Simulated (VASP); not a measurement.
Write the native input for VASP 6.6.1 that does the following.

```
Task                   : single point
Functional             : PBE
Potentials or basis    : VASP PAW PBE potentials, release 64 (K_sv, Rb_sv, Br)
Cutoff                 : 520 eV
k mesh                 : 4 × 4 × 4
Occupations            : gaussian, width 0.01 eV
Spin                   : no spin polarisation
Dipole correction      : no
Further INCAR settings : ALGO = Normal; EDIFF = 1e-07; NBANDS = 24
```

The structure of KRbBr2 lies in POSCAR:

```
KRbBr2
1.0
    2.3890605740      1.3793247655      7.8217952968
   -2.3890605740      1.3793247655      7.8217952968
    0.0000000000     -2.7586495310      7.8217952968
K Rb Br
1 1 2
Direct
    1.0000000000      0.0000000000      0.0000000000
    0.5000000000      0.5000000000      0.5000000000
    0.2542253037      0.2542253037      0.2542253037
    0.7457746963      0.7457746963      0.7457746963
```

One way to write it, as run:

INCAR

```
ALGO = Normal
EDIFF = 1E-7
ENCUT = 520
GGA = PE
ISIF = 2
ISMEAR = 0
LASPH = T
LCHARG = F
LREAL = F
LWAVE = F
NBANDS = 24
NELM = 80
PREC = Accurate
SIGMA = 0.01
```

KPOINTS

```
k-points
0
Gamma
  4 4 4
```

Potentials or basis: VASP PAW PBE potentials, release 64 (K_sv, Rb_sv, Br).

Launch:

```sh
$ cat potpaw_PBE.64/K_sv/POTCAR potpaw_PBE.64/Rb_sv/POTCAR potpaw_PBE.64/Br/POTCAR > POTCAR
$ mpirun -np 1 vasp_std > vasp.out
```

It gave:

```yaml
Pressure: 0.6 GPa
Largest_force: 0.013 eV/Å
Band_gap_on_the_k_mesh: 4.34 eV
```

Wall time 5.5 min on 1 thread of Intel(R) Xeon(R) Platinum 8375C CPU @ 2.90GHz (Ice Lake) (shared host), peak memory 0.52 GiB.
